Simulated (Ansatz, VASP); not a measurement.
**Two plane-wave programs on SiC**

```xyz
12
Lattice="3.0791 0.0000 0.0000 -1.5395 2.6666 0.0000 0.0000 0.0000 15.1077" Properties=species:S:1:pos:R:3 pbc="T T T"
Si    0.0000    0.0000    1.8890
Si    0.0000    0.0000    9.4428
Si    0.0000    1.7777    4.4087
Si    1.5395    0.8889   11.9626
Si    0.0000    1.7777   14.4779
Si    1.5395    0.8889    6.9241
C     0.0000    0.0000   -0.0047
C     0.0000    0.0000    7.5491
C     0.0000    1.7777    2.5204
C     1.5395    0.8889   10.0742
C     0.0000    1.7777   12.5895
C     1.5395    0.8889    5.0357
```

Alike in both runs: task single point; functional r2SCAN; k mesh 12 × 12 × 2; occupations gaussian, width 0.02 eV; no spin polarisation.

|  | VASP | Ansatz |
| --- | --- | --- |
| version | VASP 6.6.1 | Ansatz 0.2.0 |
| potentials or method | VASP PAW PBE potentials, release 64 (Si, C), cutoff 520 eV | scalar-relativistic, plane waves, PAW |
| valence electrons in the cell | 48 | 48 |

```tsv
	VASP	Ansatz	Ansatz less VASP
gap on the k mesh at the Fermi level (eV)	2.40	2.39	-0.011
least direct gap on the mesh (eV)	3.56	3.54	-0.012
pressure (GPa)	-0.3	-0.1	+0.19
traceless stress, the component that is largest in VASP (GPa)	0.05	0.05	-0.005
```

VASP's potentials were made for PBE, not for r2SCAN.
